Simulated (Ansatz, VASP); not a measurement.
## Two plane-wave programs on MgSc2Br

```
Mg Sc Br
1.0
     3.27126    0.00000    0.00000
     0.00000    3.27126    0.00000
     0.00000    0.00000    9.90456
Mg Sc Br
1 2 1
Direct
  0.00000 0.00000 0.50000
  0.50000 0.00000 0.77410
  0.00000 0.50000 0.22590
  0.50000 0.50000 0.00000
```

Change from the starting cell: species swapped into the Mg2SeS type (P-4m2, No. 115).

Alike in both runs: functional PBE; k mesh 6 × 6 × 2; occupations gaussian, width 0.1 eV; no spin polarisation.

Ansatz relaxed the structure, and its values are those at the end. VASP's run is a single point on that final structure, the one shown.

|  | VASP | Ansatz |
| --- | --- | --- |
| version | VASP 6.6.1 | Ansatz 0.2.0 |
| potentials or method | VASP PAW PBE potentials, release 64 (Mg, Sc_sv, Br), cutoff 520 eV | scalar-relativistic, plane waves, PAW |
| valence electrons in the cell | 31 | 39 |

Ansatz gave:

| Quantity | Value |
| --- | --- |
| gap on the k mesh at the Fermi level (eV) | none |
| pressure (GPa) | 0.0 |
| rms of the force components (eV/Å) | 0.002 |

What did VASP give for the same quantities?

gap on the k mesh at the Fermi level (eV): none; pressure (GPa): 0.0; rms of the force components (eV/Å): 0.005.

A gap of «none» marks a metal or a gap that the smearing closes. With one functional, cell and mesh, what is left measures potentials, basis and numerics. VASP's potentials hold 31 valence electrons a cell and Ansatz's 39, so a difference there can come from the potentials and not from the codes.
